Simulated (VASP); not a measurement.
# Ir3Cl in VASP: notebook

The runs below take Ir3Cl through single point, with PBE.

Everything below comes from runs of VASP 6.6.1. Logs are shortened: lines on timing, memory, paths and dates and some standing lists are left out, and cuts for length are marked.

**1. The cell of the first run**

The cell holds a slab with vacuum, 4 atoms: a = 2.737 Å, b = 2.737 Å, c = 19.188 Å, α = 90.00°, β = 90.00°, γ = 90.00°.

**2. Single point, PBE**

INCAR reads:

```
SYSTEM = Ir3Cl
ALGO = Normal ; DIPOL = 0.5 0.5 0.356
EDIFF = 1E-6 ; ENCUT = 520
GGA = PE ; IDIPOL = 3
ISIF = 2 ; ISMEAR = 0
LASPH = .TRUE. ; LCHARG = .FALSE.
LDIPOL = .TRUE. ; LREAL = .FALSE.
LWAVE = .FALSE. ; NBANDS = 25
NELM = 100 ; PREC = Accurate
SIGMA = 0.1
```

KPOINTS reads:

```
k-points
0
G
  10 10 1
  0 0 0
```

POSCAR reads:

```
Ir3Cl
1.0
    2.7367600872      0.0000000000      0.0000000000
    0.0000000000      2.7367600872      0.0000000000
    0.0000000000      0.0000000000     19.1883373024
Ir Cl
3 1
Direct
    0.5000000000      0.5000000000      0.2084599586
    0.0000000000      0.0000000000      0.3045662598
    0.5000000000      0.5000000000      0.4006776190
    0.8333333333      0.8333333333      0.5107372350
```

Potentials or basis: VASP PAW PBE potentials, release 64 (Ir, Cl).

Run with:

```bash
cat potpaw_PBE.64/Ir/POTCAR potpaw_PBE.64/Cl/POTCAR > POTCAR
mpirun -np 1 vasp_std > vasp.out
```

OUTCAR:

```text
SYSTEM = Ir3Cl
   EDIFF = 1E-6
   ENCUT = 520
   GGA = PE
   ISIF = 2
   ISMEAR = 0
   LASPH = .TRUE.
   LREAL = .FALSE.
   NELM = 100
   PREC = Accurate

 ion  position               nearest neighbor table
   1  0.500  0.500  0.208-   2 2.67   2 2.67   2 2.67   2 2.67
   2  0.000  0.000  0.305-   1 2.67   1 2.67   1 2.67   1 2.67   3 2.67   3 2.67   3 2.67   3 2.67

   3  0.500  0.500  0.401-   4 2.47   2 2.67   2 2.67   2 2.67   2 2.67   4 2.94   4 2.94
   4  0.833  0.833  0.511-   3 2.47   3 2.94   3 2.94

  LATTYP: Found a simple tetragonal cell.
 ALAT       =     2.7367600872
 C/A-ratio  =     7.0113333617

  Lattice vectors:

 A1 = (   2.7367600872,   0.0000000000,   0.0000000000)
 A2 = (   0.0000000000,   2.7367600872,   0.0000000000)
 A3 = (   0.0000000000,   0.0000000000,  19.1883373024)

Analysis of symmetry for initial positions (statically):
=====================================================================
 Subroutine PRICEL returns:
 Original cell was already a primitive cell.

 Routine SETGRP: Setting up the symmetry group for a
 simple tetragonal supercell.

 Subroutine GETGRP returns: Found  2 space group operations
 (whereof  2 operations were pure point group operations)
 out of a pool of 16 trial point group operations.

The static configuration has the point symmetry C_1h.

Analysis of symmetry for dynamics (positions and initial velocities):
=====================================================================
 Subroutine PRICEL returns:
 Original cell was already a primitive cell.

 Routine SETGRP: Setting up the symmetry group for a
 simple tetragonal supercell.

 Subroutine GETGRP returns: Found  2 space group operations
 (whereof  2 operations were pure point group operations)
 out of a pool of 16 trial point group operations.

The dynamic configuration has the point symmetry C_1h.

 Subroutine INISYM returns: Found  2 space group operations
 (whereof  2 operations are pure point group operations),
 and found     1 'primitive' translations

----------------------------------------------------------------------------------------

                                     Primitive cell

  volume of cell :     143.7179

  direct lattice vectors                    reciprocal lattice vectors
     2.736760087  0.000000000  0.000000000     0.365395566  0.000000000  0.000000000
     0.000000000  2.736760087  0.000000000     0.000000000  0.365395566  0.000000000
     0.000000000  0.000000000 19.188337302     0.000000000  0.000000000  0.052114990

  length of vectors
     2.736760087  2.736760087 19.188337302     0.365395566  0.365395566  0.052114990

  position of ions in fractional coordinates (direct lattice)
     0.500000000  0.500000000  0.208459959
     0.000000000  0.000000000  0.304566260
     0.500000000  0.500000000  0.400677619
     0.833333333  0.833333333  0.510737235

  ion indices of the primitive-cell ions
   primitive index   ion index
                 1           1
                 2           2
                 3           3
                 4           4

----------------------------------------------------------------------------------------

 KPOINTS: k-points

Automatic generation of k-mesh.
 Grid dimensions read from file:
 generate k-points for:   10   10    1

 Generating k-lattice:

  Cartesian coordinates                     Fractional coordinates (reciprocal lattice)
     0.036539557  0.000000000  0.000000000     0.100000000  0.000000000  0.000000000
     0.000000000  0.036539557  0.000000000     0.000000000  0.100000000  0.000000000
     0.000000000  0.000000000  0.052114990     0.000000000  0.000000000  1.000000000

  Length of vectors
     0.036539557  0.036539557  0.052114990

  Shift w.r.t. Gamma in fractional coordinates (k-lattice)
     0.000000000  0.000000000  0.000000000

 Subroutine IBZKPT returns following result:
 ===========================================

 Found     31 irreducible k-points:

 Following reciprocal coordinates:
            Coordinates               Weight
  0.000000  0.000000  0.000000      1.000000
  0.100000  0.000000  0.000000      4.000000
  0.200000  0.000000  0.000000      4.000000
  0.300000  0.000000  0.000000      4.000000
  0.400000  0.000000  0.000000      4.000000
  0.500000  0.000000  0.000000      2.000000
[... 16 lines left out ...]
  0.300000  0.300000  0.000000      2.000000
 -0.300000  0.300000  0.000000      2.000000
 [... further k-points ...]
   k-points           NKPTS =     31   k-points in BZ     NKDIM =     31   number of bands    NBANDS=     25
   number of dos      NEDOS =    301   number of ions     NIONS =      4
   total plane-waves  NPLWV =  57600
   dimension x,y,z NGX =    20 NGY =   20 NGZ =  144
   dimension x,y,z NGXF=    40 NGYF=   40 NGZF=  288
   ions per type =               3   1
   NGX,Y,Z   is equivalent  to a cutoff of  12.15, 12.15, 12.48 a.u.
   NGXF,Y,Z  is equivalent  to a cutoff of  24.30, 24.30, 24.95 a.u.
 SYSTEM =  Ir3Cl
   PREC   = accura    normal or accurate (medium, high low for compatibility)
   ISTART =      0    job   : 0-new  1-cont  2-samecut
   ICHARG =      2    charge: 1-file 2-atom 10-const
   ISPIN  =      1    spin polarized calculation?
   LNONCOLLINEAR =      F non collinear calculations
   LSORBIT =      F    spin-orbit coupling
   LASPH  =      T    aspherical Exc in radial PAW
   ENCUT  =  520.0 eV  38.22 Ry    6.18 a.u.   5.09  5.09 35.68*2*pi/ulx,y,z
   NELM   =    100;   NELMIN=  2; NELMDL= -5     # of ELM steps
   EDIFF  = 0.1E-05   stopping-criterion for ELM
   LREAL  =      F    real-space projection
   EDIFFG = 0.1E-04   stopping-criterion for IOM
   NSW    =      0    number of steps for IOM
   IBRION =     -1    ionic relax: 0-MD 1-quasi-New 2-CG
   NFREE  =      0    steps in history (QN), initial steepest desc. (CG)
   ISIF   =      2    stress and relaxation
   ISYM   =      2    0-nonsym 1-usesym 2-fastsym
   POTIM  = 0.5000    time-step for ionic-motion
   TEBEG  =    0.0;   TEEND  =   0.0 temperature during run
   PSTRESS=    0.0 pullay stress
   NELECT =      34.0000    total number of electrons
   NUPDOWN=      -1.0000    fix difference up-down
   EMIN   =  10.00;   EMAX   =-10.00  energy-range for DOS
   EFERMI =   0.00;   METHOD = LEGACY
   ISMEAR =     0;   SIGMA  =   0.10  broadening in eV -4-tet -1-fermi 0-gaus
   EFERMI_NEDOS =   21; number of points for ismear=-14 and -15
   IALGO  =     38    algorithm
   IMIX   =      4    mixing-type and parameters
     AMIX     =   0.40;   BMIX     =  1.00
     AMIX_MAG =   1.60;   BMIX_MAG =  1.00
  volume/ion in A,a.u.               =      35.93       242.46
  Fermi-wavevector in a.u.,A,eV,Ry     =   1.012506  1.913359 13.948258  1.025168
  Thomas-Fermi vector in A             =   2.145619
   LORBIT       =      0    0 simple, 1 ext, 2 COOP (PROOUT), +10 PAW based schemes
   GGA     = PE    functional components
   LHFCALC =     F    Hartree Fock is set to
   AEXX    =    0.0000 exact exchange contribution
   IVDW    =     0    specifies the selected vdW correction
   LEPSILON=     F    determine dielectric tensor
   LRPA    =     F    only Hartree local field effects (RPA)
 non-spin polarized calculation
 Gauss-broadening in eV      SIGMA  =   0.10
  energy-cutoff  :      520.00
  volume of cell :      143.72
 maximum number of plane-waves:      3910
   NGX = 11   NGY = 11   NGZ = 71

 dipolmoment           0.000000      0.000000     -0.034014 electrons x Angstroem

 number of electron      33.9999993 magnetization

 dipolmoment           0.000000      0.000000      0.011708 electrons x Angstroem

 Free energy of the ion-electron system (eV)
  ---------------------------------------------------
  ext. energy  EPLUGINS =         0.00000000
  ---------------------------------------------------
  free energy    TOTEN  =       -25.86592069 eV

  energy without entropy =      -25.85229978  energy(sigma->0) =      -25.85911023

 E-fermi :   0.4631     XC(G=0):  -6.2480

 val. band max:        0.4088005799   @ k =   0.4000   0.4000   0.0000
 cond. band min:       0.4731165062   @ k =   0.5000   0.5000   0.0000
 fundamental gap:      0.0643159263
 Fermi energy:         0.4631063363

 k-point     1 :       0.0000    0.0000    0.0000
  band No.  band energies     occupation
      1     -16.4126      2.00000
      2      -9.4227      2.00000
      3      -7.0558      2.00000
      4      -6.5341      2.00000
      5      -6.3604      2.00000
      6      -4.6113      2.00000
[... 17 lines left out ...]
     24       5.6231      0.00000
     25       6.7150      0.00000

 k-point     2 :       0.1000    0.0000    0.0000
  band No.  band energies     occupation
      1     -16.2984      2.00000
      2      -9.1606      2.00000
      3      -6.8599      2.00000
      4      -6.3488      2.00000
      5      -6.1506      2.00000
      6      -4.5567      2.00000
[... 17 lines left out ...]
     24       5.8252      0.00000
     25       6.9930      0.00000

 k-point     3 :       0.2000    0.0000    0.0000
  band No.  band energies     occupation
      1     -15.9784      2.00000
      2      -8.4667      2.00000
      3      -6.5215      2.00000
      4      -6.0327      2.00000
      5      -5.4415      2.00000
      6      -4.5629      2.00000
[... 552 lines left out ...]
 k-point    23 :       0.3000    0.3000    0.0000
  band No.  band energies     occupation
      1     -14.6764      2.00000
      2      -6.2181      2.00000
      3      -5.4372      2.00000
      4      -5.2694      2.00000
      5      -5.2233      2.00000
      6      -4.5972      2.00000
[... 17 lines left out ...]
     24       8.7826      0.00000
     25       9.1630      0.00000

 k-point    24 :      -0.3000    0.3000    0.0000
  band No.  band energies     occupation
      1     -14.6758      2.00000
      2      -6.2305      2.00000
      3      -5.3755      2.00000
      4      -5.3334      2.00000
      5      -5.2111      2.00000
      6      -4.5688      2.00000
[... 17 lines left out ...]
     24       8.6106      0.00000
     25       9.2165      0.00000

 [... further k-points ...]

------------------------ aborting loop because EDIFF is reached ----------------------------------------

 vacuum level on the upper side and lower side of the slab       (xc-potential included)        -0.048        -0.329

  FORCE on cell =-STRESS in cart. coord.  units (eV):
  Direction    XX          YY          ZZ          XY          YZ          ZX
  --------------------------------------------------------------------------------------
  -------------------------------------------------------------------------------------
  Total        2.0786776      2.0786776      0.6303699      0.1204955     -0.6046249     -0.6046253
  in kB       23.1732491     23.1732491      7.0274093      1.3432925     -6.7404022     -6.7404068
  external PRESSURE =      17.7913025 kB  Pullay stress =       0.0000000 kB

 VOLUME and BASIS-vectors are now :
 -----------------------------------------------------------------------------
  energy-cutoff  :      520.00
  volume of cell :      143.72
      direct lattice vectors                 reciprocal lattice vectors
     2.736760087  0.000000000  0.000000000     0.365395566  0.000000000  0.000000000
     0.000000000  2.736760087  0.000000000     0.000000000  0.365395566  0.000000000
     0.000000000  0.000000000 19.188337302     0.000000000  0.000000000  0.052114990

 POSITION                                       TOTAL-FORCE (eV/Angst)
 -----------------------------------------------------------------------------------
      1.36838      1.36838      4.00000        -0.029225     -0.029225     -0.054583
      0.00000      0.00000      5.84412         0.144307      0.144307     -0.225528
      1.36838      1.36838      7.68834         0.097020      0.097020      0.255093
      2.28063      2.28063      9.80020        -0.212102     -0.212102      0.025018
 -----------------------------------------------------------------------------------
    total drift:                               -0.000218     -0.000218     -0.000067

  FREE ENERGIE OF THE ION-ELECTRON SYSTEM (eV)
  ---------------------------------------------------
  free  energy   TOTEN  =       -25.8659206873 eV

  energy  without entropy=      -25.8522997797  energy(sigma->0) =      -25.85911023

 vacuum level on the upper side and lower side of the slab         5.900         5.612
```

Run time: 96 s. Hardware: 1 thread of Intel Xeon 6975P-C (Granite Rapids), shared host; peak memory 0.28 GiB.

What came out:

- Free energy: -25.8659 eV
- Largest force: 0.304 eV/Å
- Band gap on the k mesh: zero (bands 17 and 18 overlap by 1.81 eV)

Forces on the atoms (eV/Å):
```
Ir  -0.029 -0.029 -0.055
Ir   0.144  0.144 -0.226
Ir   0.097  0.097  0.255
Cl  -0.212 -0.212  0.025
```

Levels at points of the mesh, in eV from the Fermi level:
```
           k point  band 14  band 15  band 16  band 17  band 18  band 19  band 20  band 21
(0.00, 0.00, 0.00)    -1.15    -1.06    -0.24    -0.09     0.33     0.75     0.96     1.01
(0.50, 0.00, 0.00)    -0.93    -0.68     0.25     0.42     0.64     0.85     1.43     2.47
(0.50, 0.50, 0.00)     0.01     0.29     0.71     1.17     1.80     2.17     3.71     3.80
```

Caveat: spin-orbit coupling is left out, which moves the levels of the heavy elements.

**3. Single point, PBE**

INCAR reads:

```
SYSTEM = Ir3Cl
PREC = Accurate
ENCUT = 520
EDIFF = 1E-7
ISMEAR = 0
SIGMA = 0.1
LREAL = .False.
LASPH = .True.
NELM = 80
ALGO = Normal
ISIF = 2
LWAVE = .False.
LCHARG = .False.
LDIPOL = .True.
IDIPOL = 3
DIPOL = 0.5 0.5 0.358
GGA = PE
NBANDS = 25
```

KPOINTS reads:

```
regular mesh
0
Gamma
  10 10 1
  0 0 0
```

POSCAR: that of step 2 with these lines changed.

```diff
@@ -11,2 +11,2 @@
     0.5000000000      0.5000000000      0.4006776190
-    0.8333333333      0.8333333333      0.5107372350
+    0.6666666667      0.6666666667      0.5178844807
```

Potentials or basis: VASP PAW PBE potentials, release 64 (Ir, Cl).

Run with:

```bash
cat potpaw_PBE.64/Ir/POTCAR potpaw_PBE.64/Cl/POTCAR > POTCAR
mpirun -np 1 vasp_std > vasp.out
```

Wall time 1.7 min (1 thread of Intel Xeon 6975P-C (Granite Rapids), shared host); peak memory 0.28 GiB.

It converged, with:

| Item | Value |
| --- | --- |
| Free energy | -26.2520 eV |
| Largest force | 0.798 eV/Å |
| Band gap on the k mesh | zero (bands 17 and 18 overlap by 1.95 eV) |

Forces in eV/Å, atoms in the order of the input:
```
Ir   0.005  0.005 -0.218
Ir   0.068  0.068 -0.164
Ir   0.491  0.491  0.367
Cl  -0.564 -0.564  0.014
```

Levels at points of the mesh, in eV from the Fermi level:
```
           k point  band 14  band 15  band 16  band 17  band 18  band 19  band 20  band 21
(0.00, 0.00, 0.00)    -1.04    -1.00    -0.14    -0.08     0.39     0.96     1.05     1.06
(0.50, 0.00, 0.00)    -1.28    -0.71     0.36     0.58     0.65     0.97     1.06     2.51
(0.50, 0.50, 0.00)     0.08     0.23     1.24     1.29     1.84     2.22     3.75     3.86
```

Caveat: spin-orbit coupling is left out, which moves the levels of the heavy elements.
